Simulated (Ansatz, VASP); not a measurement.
**NiSb2 in VASP and in Ansatz**

INCAR

```
PREC = Accurate
ENCUT = 520
EDIFF = 1E-6
ISMEAR = 0
SIGMA = 0.1
LREAL = False
LASPH = True
NELM = 100
ALGO = Normal
ISIF = 2
LWAVE = False
LCHARG = False
GGA = PS
NBANDS = 29
```

The input KPOINTS:

```
Automatic mesh
0
Gamma
  8 6 10
```

POSCAR

```
NiSb2
1.0
    5.1823000000      0.0000000000      0.0000000000
    0.0000000000      6.3168000000      0.0000000000
    0.0000000000      0.0000000000      3.8403000000
Ni Sb
2 4
Direct
    0.0000000000      0.0000000000      0.0000000000
    0.5000000000      0.5000000000      0.5000000000
    0.2189000000      0.3593000000      0.0000000000
    0.7811000000      0.6407000000      0.0000000000
    0.7189000000      0.1407000000      0.5000000000
    0.2811000000      0.8593000000      0.5000000000
```

Input for Ansatz:

```yaml
crystal:
  lattice:
    - [5.1823, 0.0, 0.0]
    - [0.0, 6.3168, 0.0]
    - [0.0, 0.0, 3.8403]
  atoms:
    - { symbol: Ni, position: [0.0, 0.0, 0.0] }
    - { symbol: Ni, position: [0.5, 0.5, 0.5] }
    - { symbol: Sb, position: [0.2189, 0.3593, 0.0] }
    - { symbol: Sb, position: [0.7811, 0.6407, 0.0] }
    - { symbol: Sb, position: [0.7189, 0.1407, 0.5] }
    - { symbol: Sb, position: [0.2811, 0.8593, 0.5] }
basis:
  ecutwfc: 420
kpoints:
  mp_grid: { grid: [8, 6, 10] }
hamiltonian:
  xc: pbesol
scf:
  occupations: { method: gaussian, width: 0.1 }
output:
  forces: true
  stress: true
  eigenvalues: true
  populations: true
  write_density: true
  write_potential: true
  elf: true
  volumetric_format: npy
```

Alike in both runs: task single point; functional PBEsol; k mesh 8 × 6 × 10; occupations gaussian, width 0.1 eV; no spin polarisation.

|  | VASP | Ansatz |
| --- | --- | --- |
| version | VASP 6.6.1 | Ansatz 0.2.0 |
| potentials or method | VASP PAW PBE potentials, release 64 (Ni, Sb), cutoff 520 eV | scalar-relativistic, plane waves, PAW |
| valence electrons in the cell | 40 | 96 |

Ansatz gave:

* gap on the k mesh at the Fermi level (eV): none
* pressure (GPa): -1.5
* traceless stress, the component that is largest in VASP (GPa): 0.31
* rms of the force components (eV/Å): 0.051

**Question.** Estimate VASP's values.

**Answer.** gap on the k mesh at the Fermi level (eV): none; pressure (GPa): -1.4; traceless stress, the component that is largest in VASP (GPa): 0.32; rms of the force components (eV/Å): 0.063.

VASP's potentials were made for PBE, not for PBEsol. Atom by atom the forces differ by 0.013 eV/Å (rms over components). A gap of «none» marks a metal or a gap that the smearing closes. VASP's potentials hold 40 valence electrons a cell and Ansatz's 96, so a difference there can come from the potentials and not from the codes.

Neither program's run includes spin-orbit coupling.
